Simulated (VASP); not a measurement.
# MgO (P6_3mc) in VASP: further runs

MgO is run at these levels: PBEsol; tasks: single point.

Everything below comes from runs of VASP 6.6.1. Logs are shortened: lines on timing, memory, paths and dates and some standing lists are left out, and cuts for length are marked.

### Step 1. The cell of the first run

Symmetry: P6_3mc, No. 186, hexagonal system. The conventional cell has a = 3.477 Å, b = 3.477 Å, c = 4.618 Å, α = 90.00°, β = 90.00°, γ = 120.00°. Mg (site symmetry 3m) has 4 O at 1.83 to 2.06 Å within 2.4 Å. O (site symmetry 3m) has 4 Mg at 1.83 to 2.06 Å within 2.4 Å.

### Step 2. Single point, PBEsol

INCAR reads:

```
  ALGO = Normal
  EDIFF = 1E-6
  ENCUT = 520
  GGA = PS
  ISIF = 2
  ISMEAR = 0
  LASPH = True
  LCHARG = False
  LREAL = False
  LWAVE = False
  NBANDS = 16
  NELM = 100
  PREC = Accurate
  SIGMA = 0.05
```

KPOINTS reads:

```
k-points
0
Gamma
  9 9 6
```

POSCAR reads:

```
MgO
1.0
    3.4769000000      0.0000000000      0.0000000000
   -1.7384500000      3.0110837264      0.0000000000
    0.0000000000      0.0000000000      4.6178000000
Mg O
2 2
Direct
    0.3333333333      0.6666666667      0.0036583380
    0.6666666667      0.3333333333      0.5036583380
    0.3333333333      0.6666666667      0.4009416620
    0.6666666667      0.3333333333      0.9009416620
```

Potentials or basis: VASP PAW PBE potentials, release 64 (Mg, O).

Command:

```
$ cat potpaw_PBE.64/Mg/POTCAR potpaw_PBE.64/O/POTCAR > POTCAR
$ mpirun -np 1 vasp_std > vasp.out
```

OUTCAR:

```text
EDIFF = 1E-6
   ENCUT = 520
   GGA = PS
   ISIF = 2
   ISMEAR = 0
   LASPH = True
   LREAL = False
   NELM = 100
   PREC = Accurate

 ion  position               nearest neighbor table
   1  0.333  0.667  0.004-   3 1.83   4 2.06   4 2.06   4 2.06   3 2.78   2 3.06   2 3.06   2 3.06
                             2 3.06   2 3.06   2 3.06
   2  0.667  0.333  0.504-   4 1.83   3 2.06   3 2.06   3 2.06   4 2.78   1 3.06   1 3.06   1 3.06
                             1 3.06   1 3.06   1 3.06
   3  0.333  0.667  0.401-   1 1.83   2 2.06   2 2.06   2 2.06   1 2.78
   4  0.667  0.333  0.901-   2 1.83   1 2.06   1 2.06   1 2.06   2 2.78

  LATTYP: Found a hexagonal cell.
 ALAT       =     3.4769000000
 C/A-ratio  =     1.3281371337

  Lattice vectors:

 A1 = (   3.4769000000,   0.0000000000,   0.0000000000)
 A2 = (  -1.7384500000,   3.0110837264,   0.0000000000)
 A3 = (   0.0000000000,   0.0000000000,   4.6178000000)

Analysis of symmetry for initial positions (statically):
=====================================================================
 Subroutine PRICEL returns:
 Original cell was already a primitive cell.

 Routine SETGRP: Setting up the symmetry group for a
 hexagonal supercell.

 Subroutine GETGRP returns: Found 12 space group operations
 (whereof  6 operations were pure point group operations)
 out of a pool of 24 trial point group operations.

The static configuration has the point symmetry C_3v.
 The point group associated with its full space group is C_6v.

Analysis of symmetry for dynamics (positions and initial velocities):
=====================================================================
 Subroutine PRICEL returns:
 Original cell was already a primitive cell.

 Routine SETGRP: Setting up the symmetry group for a
 hexagonal supercell.

 Subroutine GETGRP returns: Found 12 space group operations
 (whereof  6 operations were pure point group operations)
 out of a pool of 24 trial point group operations.

The dynamic configuration has the point symmetry C_3v.
 The point group associated with its full space group is C_6v.

 Subroutine INISYM returns: Found 12 space group operations
 (whereof  6 operations are pure point group operations),
 and found     1 'primitive' translations

----------------------------------------------------------------------------------------

                                     Primitive cell

  volume of cell :      48.3448

  direct lattice vectors                    reciprocal lattice vectors
     3.476900000  0.000000000  0.000000000     0.287612528  0.166053171  0.000000000
    -1.738450000  3.011083726  0.000000000     0.000000000  0.332106341  0.000000000
     0.000000000  0.000000000  4.617800000     0.000000000  0.000000000  0.216553337

  length of vectors
     3.476900000  3.476900000  4.617800000     0.332106341  0.332106341  0.216553337

  position of ions in fractional coordinates (direct lattice)
     0.333333333  0.666666667  0.003658338
     0.666666667  0.333333333  0.503658338
     0.333333333  0.666666667  0.400941662
     0.666666667  0.333333333  0.900941662

  ion indices of the primitive-cell ions
   primitive index   ion index
                 1           1
                 2           2
                 3           3
                 4           4

----------------------------------------------------------------------------------------

 KPOINTS: k-points

Automatic generation of k-mesh.
 Grid dimensions read from file:
 generate k-points for:    9    9    6

 Generating k-lattice:

  Cartesian coordinates                     Fractional coordinates (reciprocal lattice)
     0.031956948  0.018450352  0.000000000     0.111111111 -0.000000000  0.000000000
     0.000000000  0.036900705  0.000000000     0.000000000  0.111111111  0.000000000
     0.000000000  0.000000000  0.036092223     0.000000000  0.000000000  0.166666667

  Length of vectors
     0.036900705  0.036900705  0.036092223

  Shift w.r.t. Gamma in fractional coordinates (k-lattice)
     0.000000000  0.000000000  0.000000000

 Subroutine IBZKPT returns following result:
 ===========================================

 Found     48 irreducible k-points:

 Following reciprocal coordinates:
            Coordinates               Weight
  0.000000  0.000000  0.000000      1.000000
  0.111111 -0.000000  0.000000      6.000000
  0.222222 -0.000000  0.000000      6.000000
  0.333333  0.000000  0.000000      6.000000
  0.444444 -0.000000  0.000000      6.000000
  0.111111  0.111111  0.000000      6.000000
[... 16 lines left out ...]
  0.333333  0.222222  0.166667     24.000000
  0.333333  0.333333  0.166667      4.000000
 [... further k-points ...]
   k-points           NKPTS =     48   k-points in BZ     NKDIM =     48   number of bands    NBANDS=     16
   number of dos      NEDOS =    301   number of ions     NIONS =      4
   total plane-waves  NPLWV =  28224
   dimension x,y,z NGX =    28 NGY =   28 NGZ =   36
   dimension x,y,z NGXF=    56 NGYF=   56 NGZF=   72
   ions per type =               2   2
   NGX,Y,Z   is equivalent  to a cutoff of  13.39, 13.39, 12.96 a.u.
   NGXF,Y,Z  is equivalent  to a cutoff of  26.78, 26.78, 25.92 a.u.
 SYSTEM =  unknown system
   PREC   = accura    normal or accurate (medium, high low for compatibility)
   ISTART =      0    job   : 0-new  1-cont  2-samecut
   ICHARG =      2    charge: 1-file 2-atom 10-const
   ISPIN  =      1    spin polarized calculation?
   LNONCOLLINEAR =      F non collinear calculations
   LSORBIT =      F    spin-orbit coupling
   LASPH  =      T    aspherical Exc in radial PAW
   ENCUT  =  520.0 eV  38.22 Ry    6.18 a.u.   6.46  6.46  8.59*2*pi/ulx,y,z
   NELM   =    100;   NELMIN=  2; NELMDL= -5     # of ELM steps
   EDIFF  = 0.1E-05   stopping-criterion for ELM
   LREAL  =      F    real-space projection
   EDIFFG = 0.1E-04   stopping-criterion for IOM
   NSW    =      0    number of steps for IOM
   IBRION =     -1    ionic relax: 0-MD 1-quasi-New 2-CG
   NFREE  =      0    steps in history (QN), initial steepest desc. (CG)
   ISIF   =      2    stress and relaxation
   ISYM   =      2    0-nonsym 1-usesym 2-fastsym
   POTIM  = 0.5000    time-step for ionic-motion
   TEBEG  =    0.0;   TEEND  =   0.0 temperature during run
   PSTRESS=    0.0 pullay stress
   NELECT =      16.0000    total number of electrons
   NUPDOWN=      -1.0000    fix difference up-down
   EMIN   =  10.00;   EMAX   =-10.00  energy-range for DOS
   EFERMI =   0.00;   METHOD = LEGACY
   ISMEAR =     0;   SIGMA  =   0.05  broadening in eV -4-tet -1-fermi 0-gaus
   EFERMI_NEDOS =   21; number of points for ismear=-14 and -15
   IALGO  =     38    algorithm
   IMIX   =      4    mixing-type and parameters
     AMIX     =   0.40;   BMIX     =  1.00
     AMIX_MAG =   1.60;   BMIX_MAG =  1.00
  volume/ion in A,a.u.               =      12.09        81.56
  Fermi-wavevector in a.u.,A,eV,Ry     =   1.132395  2.139917 17.447015  1.282319
  Thomas-Fermi vector in A             =   2.269096
   LORBIT       =      0    0 simple, 1 ext, 2 COOP (PROOUT), +10 PAW based schemes
   GGA     = PS    functional components
   LHFCALC =     F    Hartree Fock is set to
   AEXX    =    0.0000 exact exchange contribution
   IVDW    =     0    specifies the selected vdW correction
   LEPSILON=     F    determine dielectric tensor
   LRPA    =     F    only Hartree local field effects (RPA)
 non-spin polarized calculation
 Gauss-broadening in eV      SIGMA  =   0.05
  energy-cutoff  :      520.00
  volume of cell :       48.34
 maximum number of plane-waves:      1326
 NGX is ok and might be reduce to    28
   NGX = 13   NGY = 13   NGZ = 17

 number of electron      16.0000003 magnetization

 Free energy of the ion-electron system (eV)
  ---------------------------------------------------
  ext. energy  EPLUGINS =         0.00000000
  ---------------------------------------------------
  free energy    TOTEN  =       -24.17725868 eV

  energy without entropy =      -24.17725868  energy(sigma->0) =      -24.17725868

 E-fermi :   1.2334     XC(G=0):  -9.8613

 val. band max:        0.9961254629   @ k =   0.0000   0.0000   0.0000
 cond. band min:       4.0936416248   @ k =   0.0000   0.0000   0.0000
 fundamental gap:      3.0975161620
 Fermi energy:         1.2333714012

 k-point     1 :       0.0000    0.0000    0.0000
  band No.  band energies     occupation
      1     -15.2338      2.00000
      2     -14.2427      2.00000
      3      -2.1230      2.00000
      4      -0.0931      2.00000
      5      -0.0931      2.00000
      6       0.4701      2.00000
[... 8 lines left out ...]
     15      16.3212      0.00000
     16      16.5706      0.00000

 k-point     2 :       0.1111   -0.0000    0.0000
  band No.  band energies     occupation
      1     -15.1805      2.00000
      2     -14.2401      2.00000
      3      -2.0239      2.00000
      4      -0.3336      2.00000
      5      -0.1810      2.00000
      6       0.1198      2.00000
[... 8 lines left out ...]
     15      16.3908      0.00000
     16      16.4007      0.00000

 k-point     3 :       0.2222   -0.0000    0.0000
  band No.  band energies     occupation
      1     -15.0347      2.00000
      2     -14.2413      2.00000
      3      -1.7480      2.00000
      4      -1.0035      2.00000
      5      -0.3662      2.00000
      6      -0.3606      2.00000
[... 8 lines left out ...]
     15      15.5117      0.00000
     16      15.6281      0.00000

 k-point     4 :       0.3333    0.0000    0.0000
  band No.  band energies     occupation
      1     -14.8403      2.00000
      2     -14.2674      2.00000
      3      -1.7134      2.00000
      4      -1.3080      2.00000
      5      -0.7285      2.00000
      6      -0.5423      2.00000
[... 8 lines left out ...]
     15      15.2209      0.00000
     16      15.2759      0.00000

 k-point     5 :       0.4444   -0.0000    0.0000
  band No.  band energies     occupation
      1     -14.6741      2.00000
      2     -14.3214      2.00000
      3      -2.0853      2.00000
      4      -0.9983      2.00000
      5      -0.8722      2.00000
      6      -0.6453      2.00000
[... 8 lines left out ...]
     15      15.0836      0.00000
     16      15.6315      0.00000

 k-point     6 :       0.1111    0.1111    0.0000
  band No.  band energies     occupation
      1     -15.0808      2.00000
      2     -14.2395      2.00000
      3      -1.8354      2.00000
      4      -0.6933      2.00000
      5      -0.5763      2.00000
      6      -0.0527      2.00000
[... 8 lines left out ...]
     15      15.5002      0.00000
     16      15.9689      0.00000
[... 267 lines left out ...]
 k-point    21 :       0.4444    0.1111    0.1667
  band No.  band energies     occupation
      1     -14.5959      2.00000
      2     -14.3580      2.00000
      3      -2.1794      2.00000
      4      -1.3350      2.00000
      5      -0.8981      2.00000
      6      -0.3491      2.00000
[... 8 lines left out ...]
     15      14.4232      0.00000
     16      15.9327      0.00000

 k-point    22 :       0.2222    0.2222    0.1667
  band No.  band energies     occupation
      1     -14.7058      2.00000
      2     -14.3177      2.00000
      3      -1.7395      2.00000
      4      -1.6331      2.00000
      5      -0.6906      2.00000
      6      -0.4423      2.00000
[... 8 lines left out ...]
     15      14.6004      0.00000
     16      16.4443      0.00000

 k-point    23 :       0.3333    0.2222    0.1667
  band No.  band energies     occupation
      1     -14.5633      2.00000
      2     -14.3710      2.00000
      3      -1.9626      2.00000
      4      -1.4309      2.00000
      5      -1.0819      2.00000
      6      -0.2027      2.00000
[... 8 lines left out ...]
     15      14.4334      0.00000
     16      16.4444      0.00000

 k-point    24 :       0.3333    0.3333    0.1667
  band No.  band energies     occupation
      1     -14.4517      2.00000
      2     -14.4517      2.00000
      3      -1.8618      2.00000
      4      -1.3597      2.00000
      5      -1.3597      2.00000
      6      -0.1835      2.00000
[... 8 lines left out ...]
     15      14.3846      0.00000
     16      17.1055      0.00000

 [... further k-points ...]
[... 5 lines left out ...]
  --------------------------------------------------------------------------------------
  -------------------------------------------------------------------------------------
  Total       -3.0150492     -3.0150492      5.4388223      0.0000000      0.0000000      0.0000000
  in kB      -99.9205538    -99.9205538    180.2458605      0.0000000      0.0000000      0.0000000
  external PRESSURE =      -6.5317490 kB  Pullay stress =       0.0000000 kB

 VOLUME and BASIS-vectors are now :
 -----------------------------------------------------------------------------
  energy-cutoff  :      520.00
  volume of cell :       48.34
      direct lattice vectors                 reciprocal lattice vectors
     3.476900000  0.000000000  0.000000000     0.287612528  0.166053171  0.000000000
    -1.738450000  3.011083726  0.000000000     0.000000000  0.332106341  0.000000000
     0.000000000  0.000000000  4.617800000     0.000000000  0.000000000  0.216553337

 POSITION                                       TOTAL-FORCE (eV/Angst)
 -----------------------------------------------------------------------------------
     -0.00000      2.00739      0.01689        -0.000000      0.000000     -1.926022
      1.73845      1.00369      2.32579        -0.000000      0.000000     -1.926022
     -0.00000      2.00739      1.85147         0.000000     -0.000000      1.926022
      1.73845      1.00369      4.16037        -0.000000      0.000000      1.926022
 -----------------------------------------------------------------------------------
    total drift:                               -0.000000      0.000000     -0.000574

  FREE ENERGIE OF THE ION-ELECTRON SYSTEM (eV)
  ---------------------------------------------------
  free  energy   TOTEN  =       -24.1772586824 eV

  energy  without entropy=      -24.1772586824  energy(sigma->0) =      -24.17725868
```

It took 22 s on 1 thread of Intel Xeon 6975P-C (Granite Rapids), shared host; peak memory 0.18 GiB.

What came out:

```
Free energy            : -24.1773 eV
Pressure               : -0.7 GPa
Largest force          : 1.926 eV/Å
Band gap on the k mesh : 3.10 eV, direct
```

Forces on the atoms (eV/Å):
```
Mg   0.000  0.000 -1.926
Mg   0.000  0.000 -1.926
O    0.000  0.000  1.926
O    0.000  0.000  1.926
```

Levels at points of the mesh, in eV from the valence-band top:
```tsv
k point	band 5	band 6	band 7	band 8	band 9	band 10	band 11	band 12
(0.00, 0.00, 0.00)	-1.09	-0.53	-0.53	0.00	3.10	8.10	10.71	12.64
(0.00, 0.00, 0.50)	-0.82	-0.82	-0.82	-0.82	5.69	5.69	13.12	13.12
```

Caveat: the PAW data sets were made with another functional, which shifts forces and pressure a little. Expect the measured gap to be larger: semilocal functionals such as PBEsol lack the derivative discontinuity.

(Continued in part 2 of 2.)
